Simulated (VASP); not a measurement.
Wanted: the native input for a VASP 6.6.1 run.

| Item | Value |
| --- | --- |
| Task | electric field gradients |
| Functional | PBEsol |
| Potentials or basis | VASP PAW PBE potentials, release 64 (Zr_sv, N) |
| Cutoff | 520 eV |
| k mesh | 9 × 9 × 9 |
| Occupations | fermi-dirac, width 0.01 eV |
| Spin | no spin polarisation |
| Dipole correction | no |
| Further INCAR settings | ALGO = Normal; EDIFF = 1e-08; NBANDS = 16 |

The structure of ZrN lies in POSCAR:

```
ZrN
1.0
    0.0000000000      2.2765903777      2.2765903777
    2.2765903777      0.0000000000      2.2765903777
    2.2765903777      2.2765903777      0.0000000000
Zr N
1 1
Direct
    0.0000000000      0.0000000000      0.0000000000
    0.5000000000      0.5000000000      0.5000000000
```

One way to write it, as run:

INCAR

```
ALGO     = Normal         # electronic algorithm
EDIFF    = 1E-8           # SCF threshold, eV
ENCUT    = 520            # plane-wave cutoff, eV
GGA      = PS             # functional
GGA_COMPAT= F            
ISIF     = 2              # what is computed and relaxed
ISMEAR   = -1             # smearing method
LASPH    = T              # aspherical terms in the spheres
LCHARG   = F              # write CHGCAR
LEFG     = T            
LREAL    = F              # projectors in reciprocal space
LWAVE    = F              # write WAVECAR
NBANDS   = 16             # bands
NELM     = 120            # most SCF steps
PREC     = Accurate       # precision mode
SIGMA    = 0.01           # smearing width, eV
```

KPOINTS

```
k-points
0
Gamma
  9 9 9
```

Potentials or basis: VASP PAW PBE potentials, release 64 (Zr_sv, N).

Run with:

```bash
$ cat potpaw_PBE.64/Zr_sv/POTCAR potpaw_PBE.64/N/POTCAR > POTCAR
$ mpirun -np 1 vasp_std > vasp.out
```

Results of the run:

```json
{
 "Pressure": "0.2 GPa",
 "Band gap on the k mesh": "zero (an odd number of electrons rules out a gap without spin polarisation)",
 "Largest electric field gradient by atom": "zero within the noise of the run"
}
```

Caveat: the PAW data sets were made with another functional, which shifts forces and pressure a little.

Wall time 18 s on 1 thread of Intel Xeon 8259CL (shared host), peak memory 0.14 GiB.
